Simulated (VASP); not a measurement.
A run of VASP 6.6.1:

INCAR

```
ALGO = Normal ; EDIFF = 1E-7
ENCUT = 520 ; GGA = PE
ISIF = 2 ; ISMEAR = 0
LASPH = T ; LCHARG = T
LELF = T ; LREAL = F
LVHAR = T ; LWAVE = F
NBANDS = 11 ; NELM = 100
PREC = Accurate ; SIGMA = 0.05
```

The input KPOINTS:

```
k-points
0
Gamma
  12 12 12
```

POSCAR

```
C
1.0
    0.0000000000      1.8002397197      1.7573940143
    1.8002397197      0.0000000000      1.7573940143
    1.8002397197      1.8002397197      0.0000000000
C
2
Direct
    0.5000000000      0.5000000000      0.5000000000
    0.7500000000      0.7500000000      0.7500000000
```

Potentials or basis: VASP PAW PBE potentials, release 64 (C).

Command:

```console
$ cat potpaw_PBE.64/C/POTCAR > POTCAR
$ mpirun -np 1 vasp_std > vasp.out
```

Hardware: 1 thread of Intel Xeon 8259CL (shared host).

**Question.** Estimate the wall time of this run.

**Answer.** Wall time 26 s on 1 thread of Intel Xeon 8259CL (shared host), peak memory 0.13 GiB. Counts: scf iterations 11, k points 163.
